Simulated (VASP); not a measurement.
# Fe (P6_3/mmc) in VASP: single point with PBEsol

Aim: the single point of Fe with PBEsol.

Everything below comes from runs of VASP 6.6.1. Logs are shortened: lines on timing, memory, paths and dates and some standing lists are left out, and cuts for length are marked.

## (1) The cell of the first run

It takes space group P6_3/mmc (No. 194, hexagonal). The conventional cell has a = 2.347 Å, b = 2.347 Å, c = 3.797 Å, α = 90.00°, β = 90.00°, γ = 120.00°. Fe (site symmetry -6m2) has 12 Fe at 2.33 to 2.35 Å within 3.1 Å.

This isn't the form of Fe at room conditions, which is bcc.

## (2) Single point, PBEsol, collinear spin, ferromagnetic start

Contents of INCAR:

```
SYSTEM = Fe
PREC = Accurate
ENCUT = 690
EDIFF = 1E-6
ISMEAR = -1
SIGMA = 0.1
LREAL = .FALSE.
LASPH = .TRUE.
NELM = 200
ALGO = Normal
ISIF = 2
LWAVE = .FALSE.
LCHARG = .TRUE.
ISPIN = 2
MAGMOM = 4.13 4.13
LORBIT = 11
NUPDOWN = 8.4
LMAXMIX = 4
GGA = PS
LELF = .TRUE.
LVHAR = .TRUE.
NBANDS = 27
GGA_COMPAT = .FALSE.
```

Contents of KPOINTS:

```
Automatic mesh
0
G
  16 16 9
  0 0 0
```

Contents of POSCAR:

```
Fe
1.0
    2.3470000000      0.0000000000      0.0000000000
   -1.1735000000      2.0325616200      0.0000000000
    0.0000000000      0.0000000000      3.7970000000
Fe
2
Direct
    0.3333333333      0.6666666667      0.2500000000
    0.6666666667      0.3333333333      0.7500000000
```

Potentials or basis: VASP PAW PBE potentials, release 64 (Fe_sv).

On the command line:

```console
> cat potpaw_PBE.64/Fe_sv/POTCAR > POTCAR
> mpirun -np 1 vasp_std > vasp.out
```

OUTCAR:

```text
SYSTEM = Fe
   PREC = Accurate
   ENCUT = 690
   EDIFF = 1E-6
   ISMEAR = -1
   LREAL = .FALSE.
   LASPH = .TRUE.
   NELM = 200
   ISIF = 2
   ISPIN = 2
   LORBIT = 11
   NUPDOWN = 8.4
   GGA = PS

 ion  position               nearest neighbor table
   1  0.333  0.667  0.250-   2 2.33   2 2.33   2 2.33   2 2.33   2 2.33   2 2.33
   2  0.667  0.333  0.750-   1 2.33   1 2.33   1 2.33   1 2.33   1 2.33   1 2.33

  LATTYP: Found a hexagonal cell.
 ALAT       =     2.3470000000
 C/A-ratio  =     1.6178099702

  Lattice vectors:

 A1 = (   2.3470000000,   0.0000000000,   0.0000000000)
 A2 = (  -1.1735000000,   2.0325616200,   0.0000000000)
 A3 = (   0.0000000000,   0.0000000000,   3.7970000000)

Analysis of symmetry for initial positions (statically):
=====================================================================
 Subroutine PRICEL returns:
 Original cell was already a primitive cell.

 Routine SETGRP: Setting up the symmetry group for a
 hexagonal supercell.

 Subroutine GETGRP returns: Found 24 space group operations
 (whereof 12 operations were pure point group operations)
 out of a pool of 24 trial point group operations.

The static configuration has the point symmetry D_3d.
 The point group associated with its full space group is D_6h.

Analysis of symmetry for dynamics (positions and initial velocities):
=====================================================================
 Subroutine PRICEL returns:
 Original cell was already a primitive cell.

 Routine SETGRP: Setting up the symmetry group for a
 hexagonal supercell.

 Subroutine GETGRP returns: Found 24 space group operations
 (whereof 12 operations were pure point group operations)
 out of a pool of 24 trial point group operations.

The dynamic configuration has the point symmetry D_3d.
 The point group associated with its full space group is D_6h.

Analysis of structural, dynamic, and magnetic symmetry:
=====================================================================
 Subroutine PRICEL returns:
 Original cell was already a primitive cell.

 Routine SETGRP: Setting up the symmetry group for a
 hexagonal supercell.

 Subroutine GETGRP returns: Found 24 space group operations
 (whereof 12 operations were pure point group operations)
 out of a pool of 24 trial point group operations.

The overall configuration has the point symmetry D_3d.
 The point group associated with its full space group is D_6h.

 Subroutine INISYM returns: Found 24 space group operations
 (whereof 12 operations are pure point group operations),
 and found     1 'primitive' translations

----------------------------------------------------------------------------------------

                                     Primitive cell

[... 111 lines left out ...]
  volume/ion in A,a.u.               =       9.06        61.12
  Fermi-wavevector in a.u.,A,eV,Ry     =   1.979060  3.739882 53.289661  3.916680
  Thomas-Fermi vector in A             =   2.999739
   LORBIT       =     11    0 simple, 1 ext, 2 COOP (PROOUT), +10 PAW based schemes
   GGA     = PS    functional components
   LHFCALC =     F    Hartree Fock is set to
   AEXX    =    0.0000 exact exchange contribution
   IVDW    =     0    specifies the selected vdW correction
   LEPSILON=     F    determine dielectric tensor
   LRPA    =     F    only Hartree local field effects (RPA)
 spin polarized calculation
  energy-cutoff  :      690.00
  volume of cell :       18.11
 maximum number of plane-waves:       766
 NGX is ok and might be reduce to    20
   NGX =  9   NGY =  9   NGZ = 17

 number of electron      31.9999997 magnetization       8.4000115

 Free energy of the ion-electron system (eV)
  ---------------------------------------------------
  ext. energy  EPLUGINS =         0.00000000
  ---------------------------------------------------
  free energy    TOTEN  =        -8.52522873 eV

  energy without entropy =       -8.48946658  energy(sigma->0) =       -8.50734766

 E-fermi :  15.0920     XC(G=0): -15.3309

 val. band max:       25.3781788072   @ k =   0.1250   0.0625   0.1111
 cond. band min:      15.1042757051   @ k =   0.1250  -0.0000   0.2222
 fundamental gap:    -10.2739031021
 Fermi energy:        25.3809516028

 spin component 1

 k-point     1 :       0.0000    0.0000    0.0000
  band No.  band energies     occupation
      1     -72.7636      1.00000
      2     -72.5650      1.00000
      3     -39.3478      1.00000
      4     -38.5067      1.00000
      5     -38.5067      1.00000
      6     -38.4449      1.00000
[... 709 lines left out ...]
     26      37.3646      0.00000
     27      39.4405      0.00000

 [... further k-points ...]

 spin component 2

 k-point     1 :       0.0000    0.0000    0.0000
  band No.  band energies     occupation
      1     -68.5872      1.00000
      2     -68.3718      1.00000
      3     -35.2787      1.00000
      4     -34.4031      1.00000
      5     -34.4031      1.00000
      6     -34.2862      1.00000
[... 709 lines left out ...]
     26      39.7440      0.00000
     27      41.6978      0.00000

 [... further k-points ...]
[... 5 lines left out ...]
  --------------------------------------------------------------------------------------
  -------------------------------------------------------------------------------------
  Total       24.0756763     24.0756763     24.5811598      0.0000000     -0.0000000      0.0000000
  in kB     2129.5687786   2129.5687730   2174.2803681      0.0000000     -0.0000000      0.0000000
  external PRESSURE =    2144.4726399 kB  Pullay stress =       0.0000000 kB

 VOLUME and BASIS-vectors are now :
 -----------------------------------------------------------------------------
  energy-cutoff  :      690.00
  volume of cell :       18.11
      direct lattice vectors                 reciprocal lattice vectors
     2.347000000  0.000000000  0.000000000     0.426075841  0.245995002  0.000000000
    -1.173500000  2.032561620  0.000000000     0.000000000  0.491990004  0.000000000
     0.000000000  0.000000000  3.797000000     0.000000000  0.000000000  0.263365815

 POSITION                                       TOTAL-FORCE (eV/Angst)
 -----------------------------------------------------------------------------------
     -0.00000      1.35504      0.94925        -0.000000     -0.000000      0.000000
      1.17350      0.67752      2.84775         0.000000      0.000000      0.000000
 -----------------------------------------------------------------------------------
    total drift:                               -0.000000      0.000000     -0.000000

  FREE ENERGIE OF THE ION-ELECTRON SYSTEM (eV)
  ---------------------------------------------------
  free  energy   TOTEN  =        -8.5252287330 eV

  energy  without entropy=       -8.4894665782  energy(sigma->0) =       -8.50734766

 total charge

# of ion       s       p       d       tot
------------------------------------------
    1        2.274   6.150   5.422  13.845
    2        2.274   6.150   5.422  13.845
--------------------------------------------------
tot          4.547  12.299  10.845  27.691

 magnetization (x)

# of ion       s       p       d       tot
------------------------------------------
    1        0.048   0.122   3.422   3.592
    2        0.048   0.122   3.422   3.592
--------------------------------------------------
tot          0.095   0.244   6.844   7.184
```

It took 2.6 min on 1 thread of AMD EPYC 7R43 (Zen 3), shared host; peak memory 0.22 GiB.

What came out:

```yaml
Free_energy: -8.5252 eV
Pressure: 214.4 GPa
Net_moment: 8.40 μB per cell
Site_moments: Fe +3.59 μB
Valence_electrons_inside_the_program's_atomic_spheres: Fe 13.85
```

Caveat: the cell stands under pressure; the PAW data sets were made with another functional, which shifts forces and pressure a little; the total moment is fixed, so each spin has its own Fermi level and the state may be an excited one.
